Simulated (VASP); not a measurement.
# Co (P6/mmm) in VASP: notebook

Co is run at these levels: r2SCAN; tasks: single point.

Everything below comes from runs of VASP 6.6.1. Logs are shortened: lines on timing, memory, paths and dates and some standing lists are left out, and cuts for length are marked.

**1. The cell of the first run**

Symmetry: P6/mmm, No. 191, hexagonal system. The conventional cell has a = 2.388 Å, b = 2.388 Å, c = 2.231 Å, α = 90.00°, β = 90.00°, γ = 120.00°. Within 3.0 Å of Co (site symmetry 6/mmm) lie 8 Co at 2.23 to 2.39 Å.

This isn't the form of Co at room conditions, which is hcp.

**2. Single point, r2SCAN, collinear spin, ferromagnetic start**

Contents of POSCAR:

```
Co
1.0
    2.3879852247      0.0000000000      0.0000000000
   -1.1939926123      2.0680558684      0.0000000000
    0.0000000000      0.0000000000      2.2312736943
Co
1
Direct
    0.0000000000      0.0000000000      0.0000000000
```

Contents of INCAR.step1:

```
SYSTEM = Co
PREC = Accurate
ENCUT = 520
ISMEAR = 0
SIGMA = 0.1
LREAL = .False.
LASPH = .True.
NELM = 150
ISPIN = 2
MAGMOM = 3
LMAXMIX = 4
NBANDS = 14
GGA = PE
ALGO = Normal
EDIFF = 1E-4
LWAVE = .True.
LCHARG = .False.
```

Contents of INCAR.step2:

```
SYSTEM = Co
PREC = Accurate
ENCUT = 520
EDIFF = 1E-6
ISMEAR = 0
SIGMA = 0.1
LREAL = .False.
LASPH = .True.
NELM = 150
ALGO = Normal
ISIF = 2
LWAVE = .False.
LCHARG = .False.
ISPIN = 2
MAGMOM = 3
LORBIT = 11
LMAXMIX = 4
METAGGA = R2SCAN
LMIXTAU = .True.
NBANDS = 14
ISTART = 1
```

Contents of KPOINTS:

```
regular mesh
0
Gamma
  9 9 8
  0 0 0
```

Potentials or basis: VASP PAW PBE potentials, release 64 (Co).

On the command line:

```sh
> cat potpaw_PBE.64/Co/POTCAR > POTCAR
> cp INCAR.step1 INCAR
> mpirun -np 1 vasp_std > vasp.out
> cp INCAR.step2 INCAR
> mpirun -np 1 vasp_std > vasp.out
```

OUTCAR:

```text
SYSTEM = Co
   PREC = Accurate
   ENCUT = 520
   EDIFF = 1E-6
   ISMEAR = 0
   LREAL = .False.
   LASPH = .True.
   NELM = 150
   ISIF = 2
   ISPIN = 2
   LORBIT = 11
   METAGGA = R2SCAN
   ISTART = 1

 ion  position               nearest neighbor table
   1  0.000  0.000  0.000-

  LATTYP: Found a hexagonal cell.
 ALAT       =     2.3879852247
 C/A-ratio  =     0.9343750000

  Lattice vectors:

 A1 = (   2.3879852247,   0.0000000000,   0.0000000000)
 A2 = (  -1.1939926123,   2.0680558684,   0.0000000000)
 A3 = (   0.0000000000,   0.0000000000,   2.2312736943)

Analysis of symmetry for initial positions (statically):
=====================================================================
 Subroutine PRICEL returns:
 Original cell was already a primitive cell.

 Routine SETGRP: Setting up the symmetry group for a
 hexagonal supercell.

 Subroutine GETGRP returns: Found 24 space group operations
 (whereof 24 operations were pure point group operations)
 out of a pool of 24 trial point group operations.

The static configuration has the point symmetry D_6h.

Analysis of symmetry for dynamics (positions and initial velocities):
=====================================================================
 Subroutine PRICEL returns:
 Original cell was already a primitive cell.

 Routine SETGRP: Setting up the symmetry group for a
 hexagonal supercell.

 Subroutine GETGRP returns: Found 24 space group operations
 (whereof 24 operations were pure point group operations)
 out of a pool of 24 trial point group operations.

The dynamic configuration has the point symmetry D_6h.

Analysis of structural, dynamic, and magnetic symmetry:
=====================================================================
 Subroutine PRICEL returns:
 Original cell was already a primitive cell.

 Routine SETGRP: Setting up the symmetry group for a
 hexagonal supercell.

 Subroutine GETGRP returns: Found 24 space group operations
 (whereof 24 operations were pure point group operations)
 out of a pool of 24 trial point group operations.

The overall configuration has the point symmetry D_6h.

 Subroutine INISYM returns: Found 24 space group operations
 (whereof 24 operations are pure point group operations),
 and found     1 'primitive' translations

----------------------------------------------------------------------------------------

                                     Primitive cell

  volume of cell :      11.0191

  direct lattice vectors                    reciprocal lattice vectors
     2.387985225  0.000000000  0.000000000     0.418763060  0.241772965  0.000000000
    -1.193992612  2.068055868  0.000000000     0.000000000  0.483545931  0.000000000
     0.000000000  0.000000000  2.231273694     0.000000000  0.000000000  0.448174512

  length of vectors
     2.387985225  2.387985225  2.231273694     0.483545931  0.483545931  0.448174512

  position of ions in fractional coordinates (direct lattice)
     0.000000000  0.000000000  0.000000000

  ion indices of the primitive-cell ions
   primitive index   ion index
                 1           1

----------------------------------------------------------------------------------------

 KPOINTS: regular mesh

Automatic generation of k-mesh.
 Grid dimensions read from file:
 generate k-points for:    9    9    8

 Generating k-lattice:

  Cartesian coordinates                     Fractional coordinates (reciprocal lattice)
     0.046529229  0.026863663  0.000000000     0.111111111  0.000000000  0.000000000
     0.000000000  0.053727326  0.000000000     0.000000000  0.111111111  0.000000000
     0.000000000  0.000000000  0.056021814     0.000000000  0.000000000  0.125000000

  Length of vectors
     0.053727326  0.053727326  0.056021814

  Shift w.r.t. Gamma in fractional coordinates (k-lattice)
     0.000000000  0.000000000  0.000000000

 Subroutine IBZKPT returns following result:
 ===========================================

 Found     60 irreducible k-points:

 Following reciprocal coordinates:
            Coordinates               Weight
  0.000000  0.000000  0.000000      1.000000
  0.111111  0.000000  0.000000      6.000000
  0.222222  0.000000  0.000000      6.000000
  0.333333  0.000000  0.000000      6.000000
  0.444444  0.000000  0.000000      6.000000
  0.111111  0.111111  0.000000      6.000000
[... 16 lines left out ...]
  0.333333  0.222222  0.125000     24.000000
  0.333333  0.333333  0.125000      4.000000
 [... further k-points ...]
   k-points           NKPTS =     60   k-points in BZ     NKDIM =     60   number of bands    NBANDS=     14
   number of dos      NEDOS =    301   number of ions     NIONS =      1
   total plane-waves  NPLWV =   5832
   dimension x,y,z NGX =    18 NGY =   18 NGZ =   18
   dimension x,y,z NGXF=    36 NGYF=   36 NGZF=   36
   ions per type =               1
   NGX,Y,Z   is equivalent  to a cutoff of  12.53, 12.53, 13.41 a.u.
   NGXF,Y,Z  is equivalent  to a cutoff of  25.06, 25.06, 26.82 a.u.
 SYSTEM =  Co
   PREC   = accura    normal or accurate (medium, high low for compatibility)
   ISTART =      1    job   : 0-new  1-cont  2-samecut
   ICHARG =      0    charge: 1-file 2-atom 10-const
   ISPIN  =      2    spin polarized calculation?
   LNONCOLLINEAR =      F non collinear calculations
   LSORBIT =      F    spin-orbit coupling
   LASPH  =      T    aspherical Exc in radial PAW
   ENCUT  =  520.0 eV  38.22 Ry    6.18 a.u.   4.44  4.44  4.15*2*pi/ulx,y,z
   NELM   =    150;   NELMIN=  2; NELMDL=  0     # of ELM steps
   EDIFF  = 0.1E-05   stopping-criterion for ELM
   LREAL  =      F    real-space projection
   EDIFFG = 0.1E-04   stopping-criterion for IOM
   NSW    =      0    number of steps for IOM
   IBRION =     -1    ionic relax: 0-MD 1-quasi-New 2-CG
   NFREE  =      0    steps in history (QN), initial steepest desc. (CG)
   ISIF   =      2    stress and relaxation
   ISYM   =      2    0-nonsym 1-usesym 2-fastsym
   POTIM  = 0.5000    time-step for ionic-motion
   TEBEG  =    0.0;   TEEND  =   0.0 temperature during run
   PSTRESS=    0.0 pullay stress
   NELECT =       9.0000    total number of electrons
   NUPDOWN=      -1.0000    fix difference up-down
   EMIN   =  10.00;   EMAX   =-10.00  energy-range for DOS
   EFERMI =   0.00;   METHOD = LEGACY
   ISMEAR =     0;   SIGMA  =   0.10  broadening in eV -4-tet -1-fermi 0-gaus
   EFERMI_NEDOS =   21; number of points for ismear=-14 and -15
   IALGO  =     38    algorithm
   IMIX   =      4    mixing-type and parameters
     AMIX     =   0.40;   BMIX     =  1.00
     AMIX_MAG =   1.60;   BMIX_MAG =  1.00
  volume/ion in A,a.u.               =      11.02        74.36
  Fermi-wavevector in a.u.,A,eV,Ry     =   1.530289  2.891827 31.861906  2.341784
  Thomas-Fermi vector in A             =   2.637792
   LORBIT       =     11    0 simple, 1 ext, 2 COOP (PROOUT), +10 PAW based schemes
   METAGGA = R2SCAN    functional components
   LHFCALC =     F    Hartree Fock is set to
   AEXX    =    0.0000 exact exchange contribution
   IVDW    =     0    specifies the selected vdW correction
   LEPSILON=     F    determine dielectric tensor
   LRPA    =     F    only Hartree local field effects (RPA)
 spin polarized calculation
 Gauss-broadening in eV      SIGMA  =   0.10
  energy-cutoff  :      520.00
  volume of cell :       11.02
 maximum number of plane-waves:       316
 NGX is ok and might be reduce to    18
   NGX =  9   NGY =  9   NGZ =  9

 number of electron       9.0000002 magnetization       1.9258300

 Free energy of the ion-electron system (eV)
  ---------------------------------------------------
  ext. energy  EPLUGINS =         0.00000000
  ---------------------------------------------------
  free energy    TOTEN  =       -12.71745124 eV

  energy without entropy =      -12.71191362  energy(sigma->0) =      -12.71468243

 E-fermi :  10.5323     XC(G=0): -14.4702

 val. band max:       10.5115101057   @ k =   0.2222   0.0000   0.3750
 cond. band min:      10.5370040460   @ k =   0.2222   0.0000   0.5000
 fundamental gap:      0.0254939403
 Fermi energy:        10.5323313932

 spin component 1

 k-point     1 :       0.0000    0.0000    0.0000
  band No.  band energies     occupation
      1       0.8144      1.00000
      2       4.9063      1.00000
      3       6.9348      1.00000
      4       6.9348      1.00000
      5       8.5049      1.00000
      6       8.5049      1.00000
      7      31.6731      0.00000
      8      33.8774      0.00000
      9      36.7632      0.00000
     10      37.8492      0.00000
     11      37.8493      0.00000
     12      39.9353      0.00000
     13      39.9354      0.00000
     14      41.8486      0.00000
[... 375 lines left out ...]
 k-point    24 :       0.3333    0.3333    0.1250
  band No.  band energies     occupation
      1       6.0532      1.00000
      2       6.0533      1.00000
      3       6.1590      1.00000
      4       7.5065      1.00000
      5       7.5065      1.00000
      6      16.1103      0.00000
      7      16.1103      0.00000
      8      18.0600      0.00000
      9      37.0692      0.00000
     10      37.0692      0.00000
     11      41.4932      0.00000
     12      42.8612      0.00000
     13      48.6334      0.00000
     14      48.6334      0.00000

 [... further k-points ...]

 spin component 2

 k-point     1 :       0.0000    0.0000    0.0000
  band No.  band energies     occupation
      1       0.5800      1.00000
      2       6.3226      1.00000
      3       9.2600      1.00000
      4       9.2600      1.00000
      5      12.3717      0.00000
      6      12.3717      0.00000
      7      32.8082      0.00000
      8      33.8292      0.00000
      9      37.1756      0.00000
     10      39.4032      0.00000
     11      39.4032      0.00000
     12      40.6448      0.00000
     13      40.6449      0.00000
     14      47.5715      0.00000
[... 375 lines left out ...]
 k-point    24 :       0.3333    0.3333    0.1250
  band No.  band energies     occupation
      1       7.5801      1.00000
      2       7.5801      1.00000
      3       7.6670      1.00000
      4      10.9494      0.00000
      5      10.9494      0.00000
      6      17.1941      0.00000
      7      17.1941      0.00000
      8      19.1216      0.00000
      9      37.5845      0.00000
     10      37.5845      0.00000
     11      43.6132      0.00000
     12      49.5943      0.00000
     13      49.8819      0.00000
     14      49.8819      0.00000

 [... further k-points ...]

------------------------ aborting loop because EDIFF is reached ----------------------------------------

  FORCE on cell =-STRESS in cart. coord.  units (eV):
  Direction    XX          YY          ZZ          XY          YZ          ZX
  --------------------------------------------------------------------------------------
  -------------------------------------------------------------------------------------
  Total        0.9146913      0.9146913      1.2489002      0.0000000     -0.0000000     -0.0000000
  in kB      132.9959400    132.9959400    181.5898547      0.0000000     -0.0000000     -0.0000000
  external PRESSURE =     149.1939116 kB  Pullay stress =       0.0000000 kB

 VOLUME and BASIS-vectors are now :
 -----------------------------------------------------------------------------
  energy-cutoff  :      520.00
  volume of cell :       11.02
      direct lattice vectors                 reciprocal lattice vectors
     2.387985225  0.000000000  0.000000000     0.418763060  0.241772965  0.000000000
    -1.193992612  2.068055868  0.000000000     0.000000000  0.483545931  0.000000000
     0.000000000  0.000000000  2.231273694     0.000000000  0.000000000  0.448174512

 POSITION                                       TOTAL-FORCE (eV/Angst)
 -----------------------------------------------------------------------------------
      0.00000      0.00000      0.00000         0.000000      0.000000      0.000000
 -----------------------------------------------------------------------------------
    total drift:                                0.000000      0.000000      0.000000

  FREE ENERGIE OF THE ION-ELECTRON SYSTEM (eV)
  ---------------------------------------------------
  free  energy   TOTEN  =       -12.7174512408 eV

  energy  without entropy=      -12.7119136172  energy(sigma->0) =      -12.71468243

 total charge

# of ion       s       p       d       tot
------------------------------------------
    1        0.539   0.557   7.276   8.372

 magnetization (x)

# of ion       s       p       d       tot
------------------------------------------
    1        0.013  -0.020   1.968   1.960
```

Run time: 94 s. Hardware: 1 thread of Intel Xeon Platinum 8375C at 2.90GHz (Ice Lake), shared host; peak memory 0.14 GiB.

What came out:

* Free energy: -12.7175 eV
* Pressure: 14.9 GPa
* Net moment: 1.93 μB per cell
* Site moments: Co +1.96 μB
* Valence electrons inside the program's atomic spheres: Co 8.37

Stress tensor (GPa, compression positive):
```
13.30  0.00  0.00
 0.00 13.30  0.00
 0.00  0.00 18.16
```

Caveat: the cell stands under pressure; the PAW data sets were made with another functional, which shifts forces and pressure a little.

**3. Single point, r2SCAN, collinear spin, ferromagnetic start**

This run uses another cell than the first one, of 11.85 Å³/atom.

Contents of POSCAR:

```
Co
1.0
    2.4316892986      0.0000000000      0.0000000000
   -1.2158446493      2.1059047067      0.0000000000
    0.0000000000      0.0000000000      2.3133966137
Co
1
Direct
    0.0000000000      0.0000000000      0.0000000000
```

Contents of INCAR.step1:

```
SYSTEM = Co
  ALGO = Normal
  EDIFF = 1E-4
  ENCUT = 520
  GGA = PE
  ISMEAR = 0
  ISPIN = 2
  LASPH = .True.
  LCHARG = .False.
  LMAXMIX = 4
  LREAL = .False.
  LWAVE = .True.
  MAGMOM = 2.18
  NBANDS = 14
  NELM = 150
  PREC = Accurate
  SIGMA = 0.1
```

Contents of INCAR.step2:

```
SYSTEM = Co
  ALGO = Normal
  EDIFF = 1E-7
  ENCUT = 520
  ISIF = 2
  ISMEAR = 0
  ISPIN = 2
  ISTART = 1
  LASPH = .True.
  LCHARG = .False.
  LMAXMIX = 4
  LMIXTAU = .True.
  LORBIT = 11
  LREAL = .False.
  LWAVE = .False.
  MAGMOM = 2.18
  METAGGA = R2SCAN
  NBANDS = 14
  NELM = 150
  PREC = Accurate
  SIGMA = 0.1
```

Contents of KPOINTS:

```
k-points
0
Gamma
  9 9 8
  0 0 0
```

Potentials or basis: VASP PAW PBE potentials, release 64 (Co).

On the command line:

```sh
> cat potpaw_PBE.64/Co/POTCAR > POTCAR
> cp INCAR.step1 INCAR
> mpirun -np 1 vasp_std > vasp.out
> cp INCAR.step2 INCAR
> mpirun -np 1 vasp_std > vasp.out
```

Wall time 2 min (1 thread of Intel Xeon Platinum 8375C at 2.90GHz (Ice Lake), shared host); peak memory 0.14 GiB.

Results (log left out):

* Free energy: -12.7545 eV
* Pressure: -0.2 GPa
* Net moment: 1.94 μB per cell
* Site moments: Co +1.98 μB
* Valence electrons inside the program's atomic spheres: Co 8.23

Stress tensor (GPa, compression positive):
```
 0.06  0.00  0.00
 0.00  0.06  0.00
 0.00  0.00 -0.83
```

Levels at points of the mesh, in eV from the Fermi level:
Spin up:
```csv
k point,band 2,band 3,band 4,band 5,band 6,band 7,band 8,band 9
"(0.00, 0.00, 0.00)",-5.36,-3.55,-3.54,-2.30,-2.30,19.37,22.95,24.33
"(0.00, 0.00, 0.50)",-3.35,-3.35,-3.25,-3.25,-2.16,3.19,27.88,30.56
```
Spin down:
```
           k point  band 1  band 2  band 3  band 4  band 5  band 6  band 7  band 8
(0.00, 0.00, 0.00)   -9.62   -4.01   -1.23   -1.23    1.67    1.67   20.48   22.87
(0.00, 0.00, 0.50)   -4.76   -2.48   -0.87   -0.87    0.40    0.40    4.57   28.19
```

Caveat: the PAW data sets were made with another functional, which shifts forces and pressure a little.
